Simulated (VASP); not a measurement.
# Si2W (I4/mmm) in VASP: notebook, part 2 of 2

VASP 6.6.1. Earlier steps stand in the parts before.

## Step 4: Single point, PBE (zz strain of +2 %)

The input, INCAR:

```
SYSTEM = Si2W
PREC = Accurate ; ENCUT = 520
EDIFF = 1E-7 ; ISMEAR = -1
SIGMA = 0.05 ; LREAL = .FALSE.
LASPH = .TRUE. ; NELM = 100
ALGO = Normal ; ISIF = 2
LWAVE = .FALSE. ; LCHARG = .TRUE.
GGA = PE ; LELF = .TRUE.
LVHAR = .TRUE. ; NBANDS = 18
ISYM = 0
```

The input, KPOINTS:

```
regular mesh
0
G
  11 11 14
  0 0 0
```

The input, POSCAR:

```
Si2W
1.0
   -1.6060000000      1.6060000000      4.0188000000
    1.6060000000     -1.6060000000      4.0188000000
    1.6060000000      1.6060000000     -4.0188000000
Si W
2 1
Direct
    0.3330000000      0.3330000000      0.0000000000
    0.6670000000      0.6670000000      0.0000000000
    0.0000000000      0.0000000000      0.0000000000
```

Potentials or basis: VASP PAW PBE potentials, release 64 (Si, W_sv).

Started as:

```console
> cat potpaw_PBE.64/Si/POTCAR potpaw_PBE.64/W_sv/POTCAR > POTCAR
> mpirun -np 1 vasp_std > vasp.out
```

OUTCAR:

```text
SYSTEM = Si2W
   PREC = Accurate
   ENCUT = 520
   EDIFF = 1E-7
   ISMEAR = -1
   LREAL = .FALSE.
   LASPH = .TRUE.
   NELM = 100
   ISIF = 2
   GGA = PE
   ISYM = 0

 ion  position               nearest neighbor table
   1  0.333  0.333  0.000-   2 2.63   2 2.63   2 2.63   2 2.63   3 2.64   3 2.64   3 2.64   3 2.64
                             3 2.68   2 2.68
   2  0.667  0.667  0.000-   1 2.63   1 2.63   1 2.63   1 2.63   3 2.64   3 2.64   3 2.64   3 2.64
                             3 2.68   1 2.68
   3  0.000  0.000  0.000-   2 2.64   2 2.64   2 2.64   1 2.64   2 2.64   1 2.64   1 2.64   1 2.64
                             1 2.68   2 2.68

IMPORTANT INFORMATION: All symmetrisations will be switched off!
NOSYMM: (Re-)initialisation of all symmetry stuff for point group C_1.

----------------------------------------------------------------------------------------

                                     Primitive cell

  volume of cell :      41.4617

  direct lattice vectors                    reciprocal lattice vectors
    -1.606000000  1.606000000  4.018800000     0.000000000  0.311332503  0.124415248
     1.606000000 -1.606000000  4.018800000     0.311332503  0.000000000  0.124415248
     1.606000000  1.606000000 -4.018800000     0.311332503  0.311332503  0.000000000

  length of vectors
     4.616191660  4.616191660  4.616191660     0.335271653  0.335271653  0.440290648

  position of ions in fractional coordinates (direct lattice)
     0.333000000  0.333000000  0.000000000
     0.667000000  0.667000000  0.000000000
     0.000000000  0.000000000  0.000000000

  ion indices of the primitive-cell ions
   primitive index   ion index
                 1           1
                 2           2
                 3           3

----------------------------------------------------------------------------------------

 KPOINTS: regular mesh

Automatic generation of k-mesh.
 Grid dimensions read from file:
[... 104 lines left out ...]
   IALGO  =     38    algorithm
   IMIX   =      4    mixing-type and parameters
     AMIX     =   0.40;   BMIX     =  1.00
     AMIX_MAG =   1.60;   BMIX_MAG =  1.00
  volume/ion in A,a.u.               =      13.82        93.27
  Fermi-wavevector in a.u.,A,eV,Ry     =   1.325358  2.504564 23.899641  1.756574
  Thomas-Fermi vector in A             =   2.454825
   LORBIT       =      0    0 simple, 1 ext, 2 COOP (PROOUT), +10 PAW based schemes
   GGA     = PE    functional components
   LHFCALC =     F    Hartree Fock is set to
   AEXX    =    0.0000 exact exchange contribution
   IVDW    =     0    specifies the selected vdW correction
   LEPSILON=     F    determine dielectric tensor
   LRPA    =     F    only Hartree local field effects (RPA)
 non-spin polarized calculation
  energy-cutoff  :      520.00
  volume of cell :       41.46
 maximum number of plane-waves:      1139
   NGX = 17   NGY = 17   NGZ = 17

 number of electron      22.0000001 magnetization

 Free energy of the ion-electron system (eV)
  ---------------------------------------------------
  ext. energy  EPLUGINS =         0.00000000
  ---------------------------------------------------
  free energy    TOTEN  =       -24.78465972 eV

  energy without entropy =      -24.78197152  energy(sigma->0) =      -24.78331562

 E-fermi :  11.6550     XC(G=0): -12.4137

 val. band max:       11.6531698464   @ k =  -0.3636   0.3636   0.4286
 cond. band min:      11.6634828142   @ k =   0.3636  -0.2727   0.4286
 fundamental gap:      0.0103129678
 Fermi energy:        11.6549791796

 k-point     1 :       0.0000    0.0000    0.0000
  band No.  band energies     occupation
      1     -62.2979      2.00000
      2     -26.5613      2.00000
      3     -26.4995      2.00000
      4     -26.4989      2.00000
      5      -2.2814      2.00000
      6       4.8945      2.00000
[... 481 lines left out ...]
      5       1.2853      2.00000
      6       2.9820      2.00000
[... 10 lines left out ...]
     17      18.6410      0.00000
     18      19.8172      0.00000

 [... further k-points ...]

------------------------ aborting loop because EDIFF is reached ----------------------------------------

  FORCE on cell =-STRESS in cart. coord.  units (eV):
  Direction    XX          YY          ZZ          XY          YZ          ZX
  --------------------------------------------------------------------------------------
  -------------------------------------------------------------------------------------
  Total        0.1696367      0.1696364     -2.5110275      0.0077253     -0.0029938     -0.0029939
  in kB        6.5551539      6.5551442    -97.0319093      0.2985220     -0.1156879     -0.1156905
  external PRESSURE =     -27.9738704 kB  Pullay stress =       0.0000000 kB

 VOLUME and BASIS-vectors are now :
 -----------------------------------------------------------------------------
  energy-cutoff  :      520.00
  volume of cell :       41.46
      direct lattice vectors                 reciprocal lattice vectors
    -1.606000000  1.606000000  4.018800000     0.000000000  0.311332503  0.124415248
     1.606000000 -1.606000000  4.018800000     0.311332503  0.000000000  0.124415248
     1.606000000  1.606000000 -4.018800000     0.311332503  0.311332503  0.000000000

 POSITION                                       TOTAL-FORCE (eV/Angst)
 -----------------------------------------------------------------------------------
      0.00000      0.00000      2.67652         0.000281      0.000281      0.249406
      0.00000      0.00000      5.36108        -0.000281     -0.000281     -0.249406
      0.00000      0.00000      0.00000        -0.000000      0.000000     -0.000000
 -----------------------------------------------------------------------------------
    total drift:                               -0.000000      0.000000     -0.000000

  FREE ENERGIE OF THE ION-ELECTRON SYSTEM (eV)
  ---------------------------------------------------
  free  energy   TOTEN  =       -24.7846597237 eV

  energy  without entropy=      -24.7819715208  energy(sigma->0) =      -24.78331562
```

stdout:

```text
POSCAR found type information on POSCAR SiW
 POSCAR found :  2 types and       3 ions
 scaLAPACK will be used
 LDA part: xc-table for (Slater+PW92), standard interpolation
 -----------------------------------------------------------------------------
|                                                                             |
|           W    W    AA    RRRRR   N    N  II  N    N   GGGG   !!!           |
|           W    W   A  A   R    R  NN   N  II  NN   N  G    G  !!!           |
|           W    W  A    A  R    R  N N  N  II  N N  N  G       !!!           |
|           W WW W  AAAAAA  RRRRR   N  N N  II  N  N N  G  GGG   !            |
|           WW  WW  A    A  R   R   N   NN  II  N   NN  G    G                |
|           W    W  A    A  R    R  N    N  II  N    N   GGGG   !!!           |
|                                                                             |
|     Your reciprocal lattice and k-lattice belong to different lattice       |
|     classes:                                                                |
|                                                                             |
|        The reciprocal lattice is body-centered tetragonal,                  |
|        whereas your k-lattice is base-centered monoclinic.                  |
|                                                                             |
|     Results are often still useful ...                                      |
|                                                                             |
 -----------------------------------------------------------------------------

 POSCAR, INCAR and KPOINTS ok, starting setup
 FFT: planning ... GRIDC
 FFT: planning ... GRID_SOFT
 FFT: planning ... GRID
 WAVECAR not read
 entering main loop
```

Wall time 9.2 min (1 thread of AMD EPYC 9R45 (Zen 5), shared host); peak memory 0.65 GiB.

What came out:

```
Free energy            : -24.7847 eV
Pressure               : -2.8 GPa
Largest force          : 0.249 eV/Å
Band gap on the k mesh : zero (band 11 reaches 12.43 eV, above the bottom of band 12 at 11.08 eV)
```

Forces in eV/Å, atoms in the order of the input:
```
Si   0.000  0.000  0.249
Si   0.000  0.000 -0.249
W    0.000  0.000  0.000
```

Caveat: the cell differs from its parent crystal (zz strain of +2 %); spin-orbit coupling is left out, which moves the levels of the heavy elements.

## Step 5: Single point, PBE (volume scaled by 1.02)

The input, INCAR:

```
SYSTEM = Si2W
PREC     = Accurate       ! precision mode
ENCUT    = 520            ! plane-wave cutoff, eV
EDIFF    = 1E-6           ! SCF threshold, eV
ISMEAR   = -1             ! smearing method
SIGMA    = 0.05           ! smearing width, eV
LREAL    = .False.        ! projectors in reciprocal space
LASPH    = .True.         ! aspherical terms in the spheres
NELM     = 80             ! most SCF steps
ALGO     = Normal         ! electronic algorithm
ISIF     = 2              ! what is computed and relaxed
LWAVE    = .False.        ! write WAVECAR
LCHARG   = .True.         ! write CHGCAR
GGA      = PE             ! functional
LELF     = .True.         ! ELF
LVHAR    = .True.       
ISYM     = 0            
NBANDS   = 18             ! bands
```

The input, KPOINTS:

```
Automatic mesh
0
Gamma
  11 11 14
  0 0 0
```

The input, POSCAR:

```
Si2W
1.0
   -1.6166360716      1.6166360716      3.9660934757
    1.6166360716     -1.6166360716      3.9660934757
    1.6166360716      1.6166360716     -3.9660934757
Si W
2 1
Direct
    0.3330000000      0.3330000000      0.0000000000
    0.6670000000      0.6670000000      0.0000000000
    0.0000000000      0.0000000000      0.0000000000
```

Started as:

```console
> cat potpaw_PBE.64/Si/POTCAR potpaw_PBE.64/W_sv/POTCAR > POTCAR
> mpirun -np 1 vasp_std > vasp.out
```

It took 6.3 min on 1 thread of Intel Xeon 6975P-C (Granite Rapids), shared host; peak memory 0.67 GiB.

It converged, with:

```
Free energy            : -24.8077 eV
Pressure               : -2.6 GPa
Largest force          : 0.251 eV/Å
Band gap on the k mesh : zero (band 11 reaches 12.32 eV, above the bottom of band 12 at 11.10 eV)
```

Forces on the atoms (eV/Å):
```
Si   0.000  0.000  0.251
Si   0.000  0.000 -0.251
W    0.000  0.000  0.000
```

Stress tensor (GPa, compression positive):
```
-1.61  0.05  0.00
 0.05 -1.61  0.00
 0.00  0.00 -4.64
```

Levels at points of the mesh, in eV from the Fermi level:
```csv
k point,band 7,band 8,band 9,band 10,band 11,band 12,band 13,band 14,band 15,band 16
"(0.00, 0.00, 0.00)",-3.89,-3.20,-2.81,-2.80,0.64,2.54,2.94,3.11,3.11,4.41
"(0.00, 0.00, 0.50)",-5.95,-5.58,-4.97,-3.21,-1.70,2.53,2.88,3.01,3.67,4.30
```

Caveat: spin-orbit coupling is left out, which moves the levels of the heavy elements.

## Step 6: Single point, PBE (zz strain of -3 %)

The input, INCAR:

```
SYSTEM = Si2W
PREC = Accurate
ENCUT = 520
EDIFF = 1E-6
ISMEAR = -1
SIGMA = 0.05
LREAL = .FALSE.
LASPH = .TRUE.
NELM = 100
ALGO = Normal
ISIF = 2
LWAVE = .FALSE.
LCHARG = .FALSE.
GGA = PE
ISYM = 0
NBANDS = 18
```

The input, KPOINTS:

```
regular mesh
0
G
  11 11 14
  0 0 0
```

The input, POSCAR:

```
Si2W
1.0
   -1.6060000000      1.6060000000      3.8218000000
    1.6060000000     -1.6060000000      3.8218000000
    1.6060000000      1.6060000000     -3.8218000000
Si W
2 1
Direct
    0.3330000000      0.3330000000      0.0000000000
    0.6670000000      0.6670000000      0.0000000000
    0.0000000000      0.0000000000      0.0000000000
```

Potentials or basis: VASP PAW PBE potentials, release 64 (Si, W_sv).

Started as:

```console
> cat potpaw_PBE.64/Si/POTCAR potpaw_PBE.64/W_sv/POTCAR > POTCAR
> mpirun -np 1 vasp_std > vasp.out
```

OUTCAR:

```text
SYSTEM = Si2W
   PREC = Accurate
   ENCUT = 520
   EDIFF = 1E-6
   ISMEAR = -1
   LREAL = .FALSE.
   LASPH = .TRUE.
   NELM = 100
   ISIF = 2
   GGA = PE
   ISYM = 0

 ion  position               nearest neighbor table
   1  0.333  0.333  0.000-   3 2.55   2 2.55   2 2.60   2 2.60   2 2.60   2 2.60   3 2.61   3 2.61
                             3 2.61   3 2.61
   2  0.667  0.667  0.000-   3 2.55   1 2.55   1 2.60   1 2.60   1 2.60   1 2.60   3 2.61   3 2.61
                             3 2.61   3 2.61
   3  0.000  0.000  0.000-   1 2.55   2 2.55   2 2.61   1 2.61   2 2.61   2 2.61   2 2.61   1 2.61
                             1 2.61   1 2.61

IMPORTANT INFORMATION: All symmetrisations will be switched off!
NOSYMM: (Re-)initialisation of all symmetry stuff for point group C_1.

----------------------------------------------------------------------------------------

                                     Primitive cell

  volume of cell :      39.4293

  direct lattice vectors                    reciprocal lattice vectors
    -1.606000000  1.606000000  3.821800000     0.000000000  0.311332503  0.130828405
     1.606000000 -1.606000000  3.821800000     0.311332503  0.000000000  0.130828405
     1.606000000  1.606000000 -3.821800000     0.311332503  0.311332503  0.000000000

  length of vectors
[... 153 lines left out ...]

 E-fermi :  12.2971     XC(G=0): -12.6470

 val. band max:       12.2658327829   @ k =   0.0000   0.0909  -0.0000
 cond. band min:      12.3161255154   @ k =   0.4545   0.4545   0.3571
 fundamental gap:      0.0502927325
 Fermi energy:        12.2971454218

 k-point     1 :       0.0000    0.0000    0.0000
  band No.  band energies     occupation
      1     -61.4787      2.00000
      2     -25.7584      2.00000
      3     -25.7446      2.00000
      4     -25.7443      2.00000
      5      -1.9760      2.00000
      6       5.4058      2.00000
[... 481 lines left out ...]
      5       1.6224      2.00000
      6       3.4415      2.00000
[... 10 lines left out ...]
     17      19.6245      0.00000
     18      21.0218      0.00000

 [... further k-points ...]
[... 5 lines left out ...]
  --------------------------------------------------------------------------------------
  -------------------------------------------------------------------------------------
  Total        1.4581422      1.4581388      4.5523567      0.0179081      0.0026307      0.0026311
  in kB       59.2504204     59.2502824    184.9813036      0.7276800      0.1068964      0.1069140
  external PRESSURE =     101.1606688 kB  Pullay stress =       0.0000000 kB

 VOLUME and BASIS-vectors are now :
 -----------------------------------------------------------------------------
  energy-cutoff  :      520.00
  volume of cell :       39.43
      direct lattice vectors                 reciprocal lattice vectors
    -1.606000000  1.606000000  3.821800000     0.000000000  0.311332503  0.130828405
     1.606000000 -1.606000000  3.821800000     0.311332503  0.000000000  0.130828405
     1.606000000  1.606000000 -3.821800000     0.311332503  0.311332503  0.000000000

 POSITION                                       TOTAL-FORCE (eV/Angst)
 -----------------------------------------------------------------------------------
      0.00000      0.00000      2.54532        -0.000730     -0.000730      0.188079
      0.00000      0.00000      5.09828         0.000730      0.000730     -0.188079
      0.00000      0.00000      0.00000         0.000000      0.000000      0.000000
 -----------------------------------------------------------------------------------
    total drift:                                0.000000      0.000000      0.000000

  FREE ENERGIE OF THE ION-ELECTRON SYSTEM (eV)
  ---------------------------------------------------
  free  energy   TOTEN  =       -24.7419188071 eV

  energy  without entropy=      -24.7401223811  energy(sigma->0) =      -24.74102059
```

OSZICAR:

```text
N       E                     dE             d eps       ncg     rms          rms(c)
DAV:   1     0.132339234565E+03    0.13234E+03   -0.10878E+04 30528   0.124E+03
DAV:   2    -0.209580669436E+02   -0.15330E+03   -0.14952E+03 34780   0.324E+02
DAV:   3    -0.255539827657E+02   -0.45959E+01   -0.45385E+01 38400   0.503E+01
DAV:   4    -0.255940114581E+02   -0.40029E-01   -0.39961E-01 36208   0.491E+00
DAV:   5    -0.255944271988E+02   -0.41574E-03   -0.41571E-03 36462   0.537E-01    0.267E+01
DAV:   6    -0.248393682558E+02    0.75506E+00   -0.32415E+00 33082   0.130E+01    0.952E+00
DAV:   7    -0.247625167479E+02    0.76852E-01   -0.17043E-01 32580   0.246E+00    0.460E+00
DAV:   8    -0.247422694536E+02    0.20247E-01   -0.32861E-02 34750   0.144E+00    0.328E-01
DAV:   9    -0.247419931373E+02    0.27632E-03   -0.77478E-04 35752   0.231E-01    0.190E-01
DAV:  10    -0.247419250238E+02    0.68113E-04   -0.19652E-04 35574   0.127E-01    0.302E-02
DAV:  11    -0.247419188895E+02    0.61344E-05   -0.20722E-05 34938   0.358E-02    0.145E-02
DAV:  12    -0.247419188071E+02    0.82341E-07   -0.10793E-06 22132   0.657E-03
   1 F= -.24741919E+02 E0= -.24741021E+02  d E =-.179643E-02
```

Wall time 13 min (1 thread of Oxide Virtual Turin-like, shared host); peak memory 0.62 GiB.

What came out:

| Item | Value |
| --- | --- |
| Free energy | -24.7419 eV |
| Pressure | 10.1 GPa |
| Largest force | 0.188 eV/Å |
| Band gap on the k mesh | zero (band 11 reaches 12.92 eV, above the bottom of band 12 at 11.82 eV) |

Forces on the atoms (eV/Å):
```
Si  -0.001 -0.001  0.188
Si   0.001  0.001 -0.188
W    0.000  0.000  0.000
```

Stress tensor (GPa, compression positive):
```
 5.93  0.07  0.01
 0.07  5.93  0.01
 0.01  0.01 18.50
```

Levels at points of the mesh, in eV from the Fermi level:
| k point | band 7 | band 8 | band 9 | band 10 | band 11 | band 12 | band 13 | band 14 | band 15 | band 16 |
| --- | --- | --- | --- | --- | --- | --- | --- | --- | --- | --- |
| (0.00, 0.00, 0.00) | -3.37 | -3.34 | -3.05 | -3.05 | 0.55 | 2.74 | 2.79 | 3.08 | 3.08 | 4.89 |
| (0.00, 0.00, 0.50) | -6.17 | -5.52 | -5.18 | -3.16 | -1.71 | 3.00 | 3.10 | 3.19 | 4.28 | 4.48 |

Caveat: the cell differs from its parent crystal (zz strain of -3 %); spin-orbit coupling is left out, which moves the levels of the heavy elements.

## Step 7: The runs side by side

| cell | gap on the mesh (eV) | pressure (GPa) | largest force (eV/Å) |
| --- | --- | --- | --- |
| a = 4.533 Å, angles 138.6, 138.6, 59.9°, 3 atoms | none | 4.1 | 0.19 |
| a = 4.637 Å, angles 138.6, 138.6, 59.9°, 3 atoms | none | -10.0 | 0.32 |
| a = 4.616 Å, angles 139.3, 139.3, 58.9°, 3 atoms | none | -2.8 | 0.25 |
| a = 4.578 Å, angles 138.6, 138.6, 59.9°, 3 atoms | none | -2.6 | 0.25 |
| a = 4.446 Å, angles 137.6, 137.6, 61.4°, 3 atoms | none | 10.1 | 0.19 |

Alike in all rows: task single point; level PBE; potentials or basis VASP PAW PBE potentials, release 64 (Si, W_sv); no spin polarisation; k mesh 11 × 11 × 14; cutoff (eV) 520; smearing fermi-dirac 0.05 eV.

Caveats: spin-orbit coupling is left out, which moves the levels of the heavy elements.

Total energies depend on the potentials used, so only differences within one code and one set of settings carry meaning.
